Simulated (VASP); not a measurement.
# BP: relaxation of cell and atoms with PBE

The system is BP.

```xyz
4
Lattice="2.4027 1.3872 3.0821 -2.4027 1.3872 3.0821 0.0000 -2.7744 3.0821" Properties=species:S:1:pos:R:3 pbc="T T T"
B     0.0000    0.0000    1.0479
B     0.0000    0.0000    8.1984
P     0.0000    0.0000    5.6092
P     0.0000    0.0000    3.6372
```

| Item | Value |
| --- | --- |
| Program | VASP 6.6.1 |
| Task | relaxation of cell and atoms |
| Functional | PBE |
| Potentials or basis | VASP PAW PBE potentials, release 64 (B, P) |
| Cutoff | 600 eV |
| k mesh | 6 × 6 × 6 |
| Occupations | gaussian, width 0.1 eV |
| Spin | no spin polarisation |
| Dipole correction | no |
| Further INCAR settings | ALGO = Normal; EDIFF = 1e-07; IBRION = 2; EDIFFG = -0.04; NSW = 90; ISIF = 3 |

```
Relaxed volume                         : 12.73 Å³/atom
Relaxed cell                           : a = 3.848 Å, b = 3.848 Å, c = 3.848 Å, α = 73.20°, β = 73.20°, γ = 73.20°
Space group after relaxing (to 0.05 Å) : R-3m (No. 166)
Energy gained by relaxing              : 1136.5 meV/atom
Ionic steps                            : 28
Pressure after relaxing                : -0.1 GPa
Largest force after relaxing           : 0.035 eV/Å
Band gap on the k mesh                 : zero (band 8 reaches 8.09 eV, above the bottom of band 9 at 4.18 eV)
```

Forces in eV/Å, atoms in the order of the input:
```
B    0.000  0.000 -0.035
B    0.000  0.000  0.035
P    0.000  0.000  0.007
P    0.000  0.000 -0.007
```

The path:
| step | energy change (eV) | largest force (eV/Å) | pressure (GPa) | volume (Å³) |
| --- | --- | --- | --- | --- |
| 1 | 0.0000 | 3.4593 | -9.94 | 61.63 |
| 2 | -1.5753 | 1.5002 | -16.58 | 53.44 |
| 3 | -2.5201 | 1.3237 | 4.57 | 42.45 |
| 4 | -2.5578 | 0.9159 | -3.29 | 44.56 |
| 5 | -2.5621 | 0.9646 | -1.27 | 43.94 |
| 6 | -3.4455 | 2.0327 | 9.68 | 41.42 |
| 7 | -1.8608 | 6.0926 | 67.93 | 37.35 |
| 8 | -3.6284 | 2.0354 | 15.50 | 40.65 |
| 9 | -3.5594 | 1.7097 | 34.58 | 39.05 |
| 10 | -3.7230 | 2.0633 | 22.75 | 39.94 |
| 11 | -3.8451 | 0.5200 | 26.34 | 40.31 |
| 12 | -3.8453 | 0.3884 | 26.65 | 40.33 |
| 13 | -4.0347 | 0.3112 | 20.84 | 41.62 |
| 14 | -4.3326 | 1.9158 | 7.05 | 45.65 |
| 15 | -4.3536 | 2.2721 | 3.32 | 47.05 |
| 16 | -4.4525 | 1.3266 | 1.22 | 48.12 |
| 17 | -4.5031 | 0.7057 | -0.78 | 49.55 |
| 18 | -4.5192 | 0.4639 | 0.48 | 49.61 |
| 19 | -4.5230 | 0.2732 | 1.47 | 49.65 |
| 20 | -4.5302 | 0.1789 | 1.09 | 49.94 |
| 21 | -4.5343 | 0.4114 | 0.58 | 50.37 |
| 22 | -4.5405 | 0.2559 | -0.15 | 50.74 |
| 23 | -4.5430 | 0.1613 | -0.97 | 51.16 |
| 24 | -4.5449 | 0.0767 | -0.34 | 51.07 |
| 25 | -4.5450 | 0.1137 | -0.19 | 51.05 |
| 26 | -4.5458 | 0.0057 | -0.01 | 50.96 |
| 27 | -4.5458 | 0.0521 | 0.06 | 50.92 |
| 28 | -4.5461 | 0.0354 | -0.10 | 50.90 |

Final structure:
```xyz
4
Lattice="2.2945 1.3247 2.7912 -2.2945 1.3247 2.7912 0.0000 -2.6494 2.7912" Properties=species:S:1:pos:R:3 pbc="T T T"
B     0.0000    0.0000    0.7822
B     0.0000    0.0000    7.5912
P     0.0000    0.0000    5.7243
P     0.0000    0.0000    2.6492
```

Levels at points of the mesh, in eV from the Fermi level:
| k point | band 4 | band 5 | band 6 | band 7 | band 8 | band 9 | band 10 | band 11 | band 12 |
| --- | --- | --- | --- | --- | --- | --- | --- | --- | --- |
| (0.00, 0.00, 0.00) | -3.99 | -3.99 | -3.85 | -2.45 | -2.45 | -1.44 | 2.47 | 2.47 | 4.10 |
| (0.50, 0.00, 0.00) | -4.97 | -4.11 | -3.24 | -1.26 | -1.07 | -0.41 | 0.63 | 2.21 | 3.01 |
| (0.50, 0.50, 0.00) | -7.13 | -5.12 | -5.01 | 0.05 | 0.52 | 2.35 | 2.35 | 2.40 | 2.97 |
| (0.50, 0.50, 0.50) | -6.30 | -4.82 | -4.82 | -4.32 | -4.32 | -1.86 | 6.09 | 6.09 | 6.85 |

Wall time 4.5 min on 1 thread of AMD EPYC 9R45 96-Core Processor (Zen 5), on a shared host, peak memory 0.19 GiB.

Caveat: the volume moved by over 15 % at a fixed basis, so the end points are rough.
